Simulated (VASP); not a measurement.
# GaAs (I-4m2) in VASP: a series of runs

The runs below take GaAs through single point, with PBE, r2SCAN, HSE06.

All numbers are computed with VASP 6.6.1; they aren't measurements. Logs are shortened: lines on timing, memory, paths and dates and some standing lists are left out, and cuts for length are marked.

## 1. The cell of the first run

It takes space group I-4m2 (No. 119, tetragonal). The conventional cell has a = 4.108 Å, b = 4.108 Å, c = 5.666 Å, α = 90.00°, β = 90.00°, γ = 90.00°. Ga (site symmetry -4m2) has 4 As at 2.50 Å within 3.3 Å. As (site symmetry -4m2) has 4 Ga at 2.50 Å within 3.3 Å.

## 2. Single point, PBE (biaxial xy strain +2.5%)

INCAR

```
SYSTEM = GaAs
PREC = Accurate
ENCUT = 520
EDIFF = 1E-6
ISMEAR = -1
SIGMA = 0.02
LREAL = .False.
LASPH = .True.
NELM = 100
ALGO = Normal
ISIF = 2
LWAVE = .False.
LCHARG = .False.
GGA = PE
NBANDS = 16
```

KPOINTS

```
Automatic mesh
0
Gamma
  8 8 8
  0 0 0
```

POSCAR

```
GaAs
1.0
    0.0000000000      2.9050435056      2.8330831925
    2.9050435056      0.0000000000      2.8330831925
    2.9050435056      2.9050435056      0.0000000000
Ga As
1 1
Direct
    0.0000000000      0.0000000000      0.0000000000
    0.2500000000      0.2500000000      0.2500000000
```

Potentials or basis: VASP PAW PBE potentials, release 64 (Ga_d, As).

The run is started by

```bash
> cat potpaw_PBE.64/Ga_d/POTCAR potpaw_PBE.64/As/POTCAR > POTCAR
> mpirun -np 1 vasp_std > vasp.out
```

OUTCAR:

```text
SYSTEM = GaAs
   PREC = Accurate
   ENCUT = 520
   EDIFF = 1E-6
   ISMEAR = -1
   LREAL = .False.
   LASPH = .True.
   NELM = 100
   ISIF = 2
   GGA = PE

 ion  position               nearest neighbor table
   1  0.000  0.000  0.000-   2 2.50   2 2.50   2 2.50   2 2.50
   2  0.250  0.250  0.250-   1 2.50   1 2.50   1 2.50   1 2.50

  LATTYP: Found a body centered tetragonal cell.
 ALAT       =     4.1083519249
 C/A-ratio  =     1.3791823312

  Lattice vectors:

 A1 = (   0.0000000000,  -2.9050435056,  -2.8330831925)
 A2 = (   0.0000000000,   2.9050435056,  -2.8330831925)
 A3 = (   2.9050435056,   0.0000000000,   2.8330831925)

Analysis of symmetry for initial positions (statically):
=====================================================================
 Subroutine PRICEL returns:
 Original cell was already a primitive cell.

 Routine SETGRP: Setting up the symmetry group for a
 body centered tetragonal supercell.

 Subroutine GETGRP returns: Found  8 space group operations
 (whereof  8 operations were pure point group operations)
 out of a pool of 16 trial point group operations.

The static configuration has the point symmetry D_2d.

Analysis of symmetry for dynamics (positions and initial velocities):
=====================================================================
 Subroutine PRICEL returns:
 Original cell was already a primitive cell.

 Routine SETGRP: Setting up the symmetry group for a
 body centered tetragonal supercell.

 Subroutine GETGRP returns: Found  8 space group operations
 (whereof  8 operations were pure point group operations)
 out of a pool of 16 trial point group operations.

The dynamic configuration has the point symmetry D_2d.

 Subroutine INISYM returns: Found  8 space group operations
 (whereof  8 operations are pure point group operations),
 and found     1 'primitive' translations

----------------------------------------------------------------------------------------

                                     Primitive cell

  volume of cell :      47.8184

  direct lattice vectors                    reciprocal lattice vectors
     0.000000000  2.905043506  2.833083193    -0.172114462  0.172114462  0.176486169
     2.905043506  0.000000000  2.833083193     0.172114462 -0.172114462  0.176486169
     2.905043506  2.905043506  0.000000000     0.172114462  0.172114462 -0.176486169

  length of vectors
     4.057787346  4.057787346  4.108351925     0.300656189  0.300656189  0.300656189

  position of ions in fractional coordinates (direct lattice)
     0.000000000  0.000000000  0.000000000
     0.250000000  0.250000000  0.250000000

  ion indices of the primitive-cell ions
   primitive index   ion index
                 1           1
                 2           2

----------------------------------------------------------------------------------------

 KPOINTS: Automatic mesh

Automatic generation of k-mesh.
 Grid dimensions read from file:
 generate k-points for:    8    8    8

 Generating k-lattice:

  Cartesian coordinates                     Fractional coordinates (reciprocal lattice)
    -0.021514308  0.021514308  0.022060771     0.125000000  0.000000000  0.000000000
     0.021514308 -0.021514308  0.022060771     0.000000000  0.125000000  0.000000000
     0.021514308  0.021514308 -0.022060771     0.000000000  0.000000000  0.125000000

  Length of vectors
     0.037582024  0.037582024  0.037582024

  Shift w.r.t. Gamma in fractional coordinates (k-lattice)
     0.000000000  0.000000000  0.000000000

 Subroutine IBZKPT returns following result:
 ===========================================

 Found     59 irreducible k-points:

 Following reciprocal coordinates:
            Coordinates               Weight
  0.000000  0.000000  0.000000      1.000000
  0.125000  0.000000  0.000000      8.000000
  0.250000  0.000000  0.000000      8.000000
  0.375000  0.000000  0.000000      8.000000
  0.500000  0.000000  0.000000      4.000000
  0.125000  0.125000  0.000000      2.000000
[... 16 lines left out ...]
  0.250000  0.000000  0.125000     16.000000
  0.375000  0.000000  0.125000     16.000000
 [... further k-points ...]
   k-points           NKPTS =     59   k-points in BZ     NKDIM =     59   number of bands    NBANDS=     16
   number of dos      NEDOS =    301   number of ions     NIONS =      2
   total plane-waves  NPLWV =  28800
   dimension x,y,z NGX =    30 NGY =   30 NGZ =   32
   dimension x,y,z NGXF=    60 NGYF=   60 NGZF=   64
   ions per type =               1   1
   NGX,Y,Z   is equivalent  to a cutoff of  12.29, 12.29, 12.95 a.u.
   NGXF,Y,Z  is equivalent  to a cutoff of  24.58, 24.58, 25.90 a.u.
 SYSTEM =  GaAs
   PREC   = accura    normal or accurate (medium, high low for compatibility)
   ISTART =      0    job   : 0-new  1-cont  2-samecut
   ICHARG =      2    charge: 1-file 2-atom 10-const
   ISPIN  =      1    spin polarized calculation?
   LNONCOLLINEAR =      F non collinear calculations
   LSORBIT =      F    spin-orbit coupling
   LASPH  =      T    aspherical Exc in radial PAW
   ENCUT  =  520.0 eV  38.22 Ry    6.18 a.u.   7.54  7.54  7.64*2*pi/ulx,y,z
   NELM   =    100;   NELMIN=  2; NELMDL= -5     # of ELM steps
   EDIFF  = 0.1E-05   stopping-criterion for ELM
   LREAL  =      F    real-space projection
   EDIFFG = 0.1E-04   stopping-criterion for IOM
   NSW    =      0    number of steps for IOM
   IBRION =     -1    ionic relax: 0-MD 1-quasi-New 2-CG
   NFREE  =      0    steps in history (QN), initial steepest desc. (CG)
   ISIF   =      2    stress and relaxation
   ISYM   =      2    0-nonsym 1-usesym 2-fastsym
   POTIM  = 0.5000    time-step for ionic-motion
   TEBEG  =    0.0;   TEEND  =   0.0 temperature during run
   PSTRESS=    0.0 pullay stress
   NELECT =      18.0000    total number of electrons
   NUPDOWN=      -1.0000    fix difference up-down
   EMIN   =  10.00;   EMAX   =-10.00  energy-range for DOS
   EFERMI =   0.00;   METHOD = LEGACY
   ISMEAR =    -1;   SIGMA  =   0.02  broadening in eV -4-tet -1-fermi 0-gaus
   EFERMI_NEDOS =   21; number of points for ismear=-14 and -15
   IALGO  =     38    algorithm
   IMIX   =      4    mixing-type and parameters
     AMIX     =   0.40;   BMIX     =  1.00
     AMIX_MAG =   1.60;   BMIX_MAG =  1.00
  volume/ion in A,a.u.               =      23.91       161.35
  Fermi-wavevector in a.u.,A,eV,Ry     =   1.182045  2.233742 19.010484  1.397231
  Thomas-Fermi vector in A             =   2.318307
   LORBIT       =      0    0 simple, 1 ext, 2 COOP (PROOUT), +10 PAW based schemes
   GGA     = PE    functional components
   LHFCALC =     F    Hartree Fock is set to
   AEXX    =    0.0000 exact exchange contribution
   IVDW    =     0    specifies the selected vdW correction
   LEPSILON=     F    determine dielectric tensor
   LRPA    =     F    only Hartree local field effects (RPA)
 non-spin polarized calculation
  energy-cutoff  :      520.00
  volume of cell :       47.82
 maximum number of plane-waves:      1303
   NGX = 15   NGY = 15   NGZ = 15

 number of electron      17.9999995 magnetization

 Free energy of the ion-electron system (eV)
  ---------------------------------------------------
  ext. energy  EPLUGINS =         0.00000000
  ---------------------------------------------------
  free energy    TOTEN  =        -8.26752465 eV

  energy without entropy =       -8.26741597  energy(sigma->0) =       -8.26747031

 E-fermi :   3.5079     XC(G=0):  -9.3351

 val. band max:        3.5032319408   @ k =   0.0000   0.0000   0.0000
 cond. band min:       3.5123360562   @ k =   0.0000   0.0000   0.0000
 fundamental gap:      0.0091041154
 Fermi energy:         3.5078749899

 k-point     1 :       0.0000    0.0000    0.0000
  band No.  band energies     occupation
      1     -11.3022      2.00000
      2     -11.3022      2.00000
      3     -11.2962      2.00000
      4     -11.2367      2.00000
      5     -11.2318      2.00000
      6      -8.9157      2.00000
[... 8 lines left out ...]
     15      13.1680      0.00000
     16      13.6083      0.00000

 k-point     2 :       0.1250    0.0000    0.0000
  band No.  band energies     occupation
      1     -11.3108      2.00000
      2     -11.2993      2.00000
      3     -11.2949      2.00000
      4     -11.2369      2.00000
      5     -11.2318      2.00000
      6      -8.7481      2.00000
[... 8 lines left out ...]
     15      12.4378      0.00000
     16      12.7405      0.00000

 k-point     3 :       0.2500    0.0000    0.0000
  band No.  band energies     occupation
      1     -11.3333      2.00000
      2     -11.2929      2.00000
      3     -11.2890      2.00000
      4     -11.2367      2.00000
      5     -11.2310      2.00000
      6      -8.2811      2.00000
[... 8 lines left out ...]
     15      12.3023      0.00000
     16      12.5065      0.00000

 k-point     4 :       0.3750    0.0000    0.0000
  band No.  band energies     occupation
      1     -11.3543      2.00000
      2     -11.2877      2.00000
      3     -11.2841      2.00000
      4     -11.2353      2.00000
      5     -11.2290      2.00000
      6      -7.6639      2.00000
[... 8 lines left out ...]
     15      13.4154      0.00000
     16      13.4886      0.00000
[... 324 lines left out ...]
 k-point    22 :       0.1250    0.0000    0.1250
  band No.  band energies     occupation
      1     -11.3182      2.00000
      2     -11.2963      2.00000
      3     -11.2909      2.00000
      4     -11.2368      2.00000
      5     -11.2323      2.00000
      6      -8.6953      2.00000
[... 8 lines left out ...]
     15      12.0427      0.00000
     16      13.7176      0.00000

 k-point    23 :       0.2500    0.0000    0.1250
  band No.  band energies     occupation
      1     -11.3358      2.00000
      2     -11.2903      2.00000
      3     -11.2856      2.00000
      4     -11.2378      2.00000
      5     -11.2316      2.00000
      6      -8.3287      2.00000
[... 8 lines left out ...]
     15      13.2167      0.00000
     16      13.5560      0.00000

 k-point    24 :       0.3750    0.0000    0.1250
  band No.  band energies     occupation
      1     -11.3544      2.00000
      2     -11.2856      2.00000
      3     -11.2809      2.00000
      4     -11.2371      2.00000
      5     -11.2303      2.00000
      6      -7.7462      2.00000
[... 8 lines left out ...]
     15      13.3701      0.00000
     16      14.2219      0.00000

 [... further k-points ...]

------------------------ aborting loop because EDIFF is reached ----------------------------------------

  FORCE on cell =-STRESS in cart. coord.  units (eV):
  Direction    XX          YY          ZZ          XY          YZ          ZX
  --------------------------------------------------------------------------------------
  -------------------------------------------------------------------------------------
  Total       -0.2420853     -0.2420853      0.1627093      0.0000000      0.0000000      0.0000000
  in kB       -8.1111869     -8.1111869      5.4516549      0.0000000      0.0000000      0.0000000
  external PRESSURE =      -3.5902396 kB  Pullay stress =       0.0000000 kB

 VOLUME and BASIS-vectors are now :
 -----------------------------------------------------------------------------
  energy-cutoff  :      520.00
  volume of cell :       47.82
      direct lattice vectors                 reciprocal lattice vectors
     0.000000000  2.905043506  2.833083193    -0.172114462  0.172114462  0.176486169
     2.905043506  0.000000000  2.833083193     0.172114462 -0.172114462  0.176486169
     2.905043506  2.905043506  0.000000000     0.172114462  0.172114462 -0.176486169

 POSITION                                       TOTAL-FORCE (eV/Angst)
 -----------------------------------------------------------------------------------
      0.00000      0.00000      0.00000         0.000000      0.000000      0.000000
      1.45252      1.45252      1.41654        -0.000000     -0.000000     -0.000000
 -----------------------------------------------------------------------------------
    total drift:                                0.000000      0.000000      0.000005

  FREE ENERGIE OF THE ION-ELECTRON SYSTEM (eV)
  ---------------------------------------------------
  free  energy   TOTEN  =        -8.2675246486 eV

  energy  without entropy=       -8.2674159690  energy(sigma->0) =       -8.26747031
```

It took 47 s on 1 thread of Intel Xeon Platinum 8488C (Sapphire Rapids), shared host; peak memory 0.2 GiB.

Results:

```yaml
Free_energy: -8.2675 eV
Pressure: -0.4 GPa
Band_gap_on_the_k_mesh: 0.01 eV, direct
```

Stress tensor (GPa, compression positive):
```
-0.81  0.00  0.00
 0.00 -0.81  0.00
 0.00  0.00  0.55
```

Levels at points of the mesh, in eV from the valence-band top:
```
           k point  band 6  band 7  band 8  band 9  band 10  band 11  band 12  band 13
(0.00, 0.00, 0.00)  -12.42   -0.13   -0.13    0.00     0.01     3.58     3.65     3.65
(0.50, 0.00, 0.00)  -10.82   -6.43   -1.24   -1.05     0.75     4.45     4.61     7.61
(0.50, 0.50, 0.00)  -10.10   -6.56   -2.67   -2.67     1.39     1.44     9.64     9.64
(0.50, 0.00, 0.50)  -10.18   -6.69   -2.52   -2.51     1.53     1.67     9.53     9.67
```

Caveat: the cell differs from its parent crystal (biaxial xy strain +2.5%).

## 3. Single point, PBE (uniaxial x strain +4.5%)

INCAR

```
SYSTEM = GaAs
PREC = Accurate
ENCUT = 520
EDIFF = 1E-7
ISMEAR = -1
SIGMA = 0.02
LREAL = .False.
LASPH = .True.
NELM = 60
ALGO = Normal
ISIF = 2
LWAVE = .False.
LCHARG = .True.
GGA = PE
LELF = .True.
LVHAR = .True.
NBANDS = 16
```

KPOINTS

```
regular mesh
0
Gamma
  8 8 8
  0 0 0
```

POSCAR

```
GaAs
1.0
    0.0000000000      2.8330831925      2.8330831925
    2.9611385528      0.0000000000      2.8330831925
    2.9611385528      2.8330831925      0.0000000000
Ga As
1 1
Direct
    0.0000000000      0.0000000000      0.0000000000
    0.2500000000      0.2500000000      0.2500000000
```

Potentials or basis: VASP PAW PBE potentials, release 64 (Ga_d, As).

The run is started by

```bash
> cat potpaw_PBE.64/Ga_d/POTCAR potpaw_PBE.64/As/POTCAR > POTCAR
> mpirun -np 1 vasp_std > vasp.out
```

Wall time 47 s (1 thread of Intel Xeon Platinum 8488C (Sapphire Rapids), shared host); peak memory 0.19 GiB.

The run converged. Its results:

```
Free energy            : -8.2595 eV
Pressure               : 0.0 GPa
Band gap on the k mesh : 0.04 eV, direct
```

Stress tensor (GPa, compression positive):
```
-1.84  0.00  0.00
 0.00  0.92  0.00
 0.00  0.00  0.92
```

Levels at points of the mesh, in eV from the valence-band top:
```
           k point  band 7  band 8  band 9  band 10  band 11  band 12
(0.00, 0.00, 0.00)   -0.26    0.00    0.00     0.04     3.60     3.60
(0.50, 0.00, 0.00)   -6.45   -1.33   -0.98     0.75     4.43     4.67
(0.50, 0.50, 0.00)   -6.59   -2.69   -2.66     1.39     1.46     9.47
(0.00, 0.50, 0.50)   -6.84   -2.40   -2.40     1.65     1.86     9.65
```

Caveat: the cell differs from its parent crystal (uniaxial x strain +4.5%).

## 4. Single point, r2SCAN (uniaxial x strain +4.5%)

POSCAR is that of step 3.

INCAR.step1

```
ALGO = Normal
EDIFF = 1E-4
ENCUT = 520
GGA = PE
ISMEAR = -1
LASPH = True
LCHARG = False
LREAL = False
LWAVE = True
NBANDS = 16
NELM = 80
PREC = Accurate
SIGMA = 0.02
```

INCAR.step2

```
ALGO = Normal
EDIFF = 1E-6
ENCUT = 520
ISIF = 2
ISMEAR = -1
ISTART = 1
LASPH = True
LCHARG = False
LMIXTAU = True
LREAL = False
LWAVE = False
METAGGA = R2SCAN
NBANDS = 16
NELM = 80
PREC = Accurate
SIGMA = 0.02
```

KPOINTS

```
k-points
0
Gamma
  8 8 8
```

Potentials or basis: VASP PAW PBE potentials, release 64 (Ga_d, As).

The run is started by

```bash
> cat potpaw_PBE.64/Ga_d/POTCAR potpaw_PBE.64/As/POTCAR > POTCAR
> cp INCAR.step1 INCAR
> mpirun -np 1 vasp_std > vasp.out
> cp INCAR.step2 INCAR
> mpirun -np 1 vasp_std > vasp.out
```

OUTCAR:

```text
EDIFF = 1E-6
   ENCUT = 520
   ISIF = 2
   ISMEAR = -1
   ISTART = 1
   LASPH = True
   LREAL = False
   METAGGA = R2SCAN
   NELM = 80
   PREC = Accurate

 ion  position               nearest neighbor table
   1  0.000  0.000  0.000-   2 2.49   2 2.49   2 2.49   2 2.49
   2  0.250  0.250  0.250-   1 2.49   1 2.49   1 2.49   1 2.49

  LATTYP: Found a body centered tetragonal cell.
 ALAT       =     4.0065846742
 C/A-ratio  =     1.4781360154

  Lattice vectors:
[... 641 lines left out ...]

 [... further k-points ...]

------------------------ aborting loop because EDIFF is reached ----------------------------------------

  FORCE on cell =-STRESS in cart. coord.  units (eV):
  Direction    XX          YY          ZZ          XY          YZ          ZX
  --------------------------------------------------------------------------------------
  -------------------------------------------------------------------------------------
  Total       -1.4651654     -0.5335392     -0.5335392      0.0000000      0.0000000      0.0000000
  in kB      -49.3844081    -17.9833057    -17.9833057      0.0000000      0.0000000      0.0000000
  external PRESSURE =     -28.4503398 kB  Pullay stress =       0.0000000 kB

 VOLUME and BASIS-vectors are now :
 -----------------------------------------------------------------------------
  energy-cutoff  :      520.00
  volume of cell :       47.53
      direct lattice vectors                 reciprocal lattice vectors
     0.000000000  2.833083193  2.833083193    -0.168853970  0.176486169  0.176486169
     2.961138553  0.000000000  2.833083193     0.168853970 -0.176486169  0.176486169
     2.961138553  2.833083193  0.000000000     0.168853970  0.176486169 -0.176486169

 POSITION                                       TOTAL-FORCE (eV/Angst)
 -----------------------------------------------------------------------------------
      0.00000      0.00000      0.00000        -0.000000      0.000000      0.000000
      1.48057      1.41654      1.41654         0.000000     -0.000000     -0.000000
 -----------------------------------------------------------------------------------
    total drift:                               -0.000028      0.000009      0.000009

  FREE ENERGIE OF THE ION-ELECTRON SYSTEM (eV)
  ---------------------------------------------------
  free  energy   TOTEN  =       -27.0217156587 eV

  energy  without entropy=      -27.0217156435  energy(sigma->0) =      -27.02171565
```

It took 2.6 min on 1 thread of Intel Xeon Platinum 8488C (Sapphire Rapids), shared host; peak memory 0.2 GiB.

What came out:

* Free energy: -27.0217 eV
* Pressure: -2.8 GPa
* Band gap on the k mesh: 0.49 eV, direct

Stress tensor (GPa, compression positive):
```
-4.94  0.00  0.00
 0.00 -1.80  0.00
 0.00  0.00 -1.80
```

Caveat: the cell differs from its parent crystal (uniaxial x strain +4.5%); the PAW data sets were made with another functional, which shifts forces and pressure a little.

(Part 1 of 2 ends here.)
